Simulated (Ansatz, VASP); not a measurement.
CsSnI3 in VASP and in Ansatz

```
CELL_PARAMETERS angstrom
6.20570 0.00000 0.00000
0.00000 6.20570 0.00000
0.00000 0.00000 6.20570
ATOMIC_POSITIONS crystal
Cs 0.00000 0.00000 0.00000
Sn 0.50000 0.50000 0.50000
I 0.00000 0.50000 0.50000
I 0.50000 0.00000 0.50000
I 0.50000 0.50000 0.00000
```

Alike in both runs: functional PBE; k mesh 5 × 5 × 5; occupations fermi-dirac, width 0.02 eV; no spin polarisation.

Ansatz relaxed the structure, and its values are those at the end. VASP's run is a single point on that final structure, the one shown.

```csv
,VASP,Ansatz
version,VASP 6.6.1,Ansatz 0.2.0
potentials or method,"VASP PAW PBE potentials, release 64 (Cs_sv, Sn_d, I)","plane-wave PAW, scalar-relativistic"
plane-wave cutoff (eV),520,420
valence electrons in the cell,44,74
```

```tsv
	VASP	Ansatz	Ansatz less VASP
gap on the k mesh at the Fermi level (eV)	1.75	1.75	+0.004
pressure (GPa)	0.5	0.5	+0.01
```

VASP's potentials hold 44 valence electrons a cell and Ansatz's 74, so a difference there can come from the potentials and not from the codes. Ansatz's warnings: stress scf threshold loose.

Spin-orbit coupling is off throughout.
